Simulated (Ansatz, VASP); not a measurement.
## Rh in VASP and in Ansatz

Contents of POSCAR:

```
Rh
1.0
    1.3441500000      2.3281360000      0.0000000000
   -1.3441500000      2.3281360000      0.0000000000
    0.0000000000      0.0000000000      4.2473390000
Rh
2
Direct
    0.3333300000      0.3333400000      0.2500000000
    0.6666600000      0.6666700000      0.7500000000
```

INCAR.step1

```
PREC = Accurate
ENCUT = 580
ISMEAR = -1
SIGMA = 0.1
LREAL = F
LASPH = T
NELM = 120
NBANDS = 24
ISYM = 0
GGA = PE
ALGO = Normal
EDIFF = 1E-5
LWAVE = T
LCHARG = F
GGA_COMPAT = F
```

INCAR.step2

```
PREC = Accurate
ENCUT = 580
EDIFF = 1E-6
ISMEAR = -1
SIGMA = 0.1
LREAL = F
LASPH = T
NELM = 120
ALGO = Normal
ISIF = 2
LWAVE = F
LCHARG = F
METAGGA = R2SCAN
LMIXTAU = T
NBANDS = 24
ISYM = 0
ISTART = 1
GGA_COMPAT = F
```

KPOINTS

```
Automatic mesh
0
Gamma
  8 8 4
```

Input for Ansatz:

```yaml
crystal:
  lattice:
    - [1.34415, 2.328136, 0.0]
    - [-1.34415, 2.328136, 0.0]
    - [0.0, 0.0, 4.247339]
  atoms:
    - { symbol: Rh, position: [0.33333, 0.33334, 0.25] }
    - { symbol: Rh, position: [0.66666, 0.66667, 0.75] }
  symmetry: { detect: false }
kpoints:
  mp_grid: { grid: [8, 8, 4], shift: [0, 0, 0] }
magnetization:
  spin_polarized: false
scf:
  occupations: { method: fermi_dirac }
hamiltonian:
  pseudopotentials: { kind: paw }
  xc: r2scan
basis:
  ecutwfc: 500
output:
  forces: true
  stress: true
  eigenvalues: true
```

Alike in both runs: task single point; functional r2SCAN; k mesh 8 × 8 × 4; no spin polarisation.

|  | VASP | Ansatz |
| --- | --- | --- |
| version | VASP 6.6.1 | Ansatz 0.2.0 |
| potentials or method | VASP PAW PBE potentials, release 64 (Rh_sv_GW), cutoff 580 eV | PAW plane waves |
| occupations | fermi-dirac, width 0.1 eV | fermi-dirac |
| valence electrons in the cell | 34 | 34 |

```tsv
	VASP	Ansatz	Ansatz less VASP
gap on the k mesh at the Fermi level (eV)	none	none	-
pressure (GPa)	9.8	11.4	+1.65
traceless stress, the component that is largest in VASP (GPa)	3.63	3.65	+0.026
```

VASP's potentials were made for PBE, not for r2SCAN. A gap of «none» marks a metal or a gap that the smearing closes.

The k mesh is coarse, so the values compare programs but aren't converged.
